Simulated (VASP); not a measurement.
Write the native input for VASP 6.6.1 that does the following.

- Task: single point
- Functional: LDA
- Potentials or basis: VASP PAW LDA potentials, release 64 (Sn_d, O)
- Cutoff: 520 eV
- k mesh: 6 × 6 × 8
- Occupations: gaussian, width 0.05 eV
- Spin: no spin polarisation
- Dipole correction: no
- Further INCAR settings: ALGO = Normal; EDIFF = 1e-06; NBANDS = 35

The structure of SnO2 lies in POSCAR:

```
SnO2
1.0
    4.8629096200      0.0000000000      0.0000000000
    0.0000000000      4.5825190920      0.0000000000
    0.0000000000      0.0000000000      3.1900194031
Sn O
2 4
Direct
    0.5000000000      0.5000000000      0.5000000000
    0.0000000000      0.0000000000      0.0000000000
    0.3055669669      0.3065721211      0.0000000000
    0.8055669669      0.1934278789      0.5000000000
    0.1944330331      0.8065721211      0.5000000000
    0.6944330331      0.6934278789      0.0000000000
```

This cell differs from its parent crystal: strain +0.0300 x Voigt [1, -1, 0, 0, 0, 0].

The input as run:

INCAR

```
PREC = Accurate
ENCUT = 520
EDIFF = 1E-6
ISMEAR = 0
SIGMA = 0.05
LREAL = False
LASPH = True
NELM = 100
ALGO = Normal
ISIF = 2
LWAVE = False
LCHARG = True
GGA = CA
LELF = True
LVHAR = True
NBANDS = 35
```

KPOINTS

```
Automatic mesh
0
Gamma
  6 6 8
```

Potentials or basis: VASP PAW LDA potentials, release 64 (Sn_d, O).

Launch:

```bash
$ cat potpaw_LDA.64/Sn_d/POTCAR potpaw_LDA.64/O/POTCAR > POTCAR
$ mpirun -np 1 vasp_std > vasp.out
```

It gave:

```yaml
Pressure: 1.1 GPa
Largest_force: 0.042 eV/Å
Band_gap_on_the_k_mesh: 1.18 eV
```

Caveat: the cell differs from its parent crystal (strain +0.0300 x Voigt [1, -1, 0, 0, 0, 0]); spin-orbit coupling is left out, which moves the levels of the heavy elements.

Wall time 110 s on 1 thread of Intel(R) Xeon(R) Platinum 8488C (Sapphire Rapids) (shared host), peak memory 0.26 GiB.
